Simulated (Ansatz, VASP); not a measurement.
# BN in VASP and in Ansatz

```
CELL_PARAMETERS angstrom
2.60112 0.00000 0.00000
-1.30056 2.25264 0.00000
0.00000 0.00000 7.16955
ATOMIC_POSITIONS crystal
B 0.33333 0.66667 0.25000
B 0.66667 0.33333 0.75000
N 0.66667 0.33333 0.25000
N 0.33333 0.66667 0.75000
```

Change from the starting cell: hydrostatic strain +4.0%.

Alike in both runs: task single point; functional HSE06; k mesh 9 × 9 × 4; no spin polarisation.

```csv
,VASP,Ansatz
version,VASP 6.6.1,Ansatz 0.2.0
potentials or method,"VASP PAW PBE potentials, release 64 (B, N)","plane waves, PAW"
plane-wave cutoff (eV),520,420
occupations,"gaussian, width 0.01 eV",fixed
valence electrons in the cell,16,16
```

VASP gave:

| Item | Value |
| --- | --- |
| gap on the k mesh at the Fermi level (eV) | 5.58 |
| pressure (GPa) | -23.9 |
| traceless stress, the component that is largest in VASP (GPa) | 24.39 |

What did Ansatz give for the same quantities?

gap on the k mesh at the Fermi level (eV): 5.59; pressure (GPa): -24.0; traceless stress, the component that is largest in VASP (GPa): 24.68.

Ansatz's warnings: stress exchange threshold loose, stress scf threshold loose.
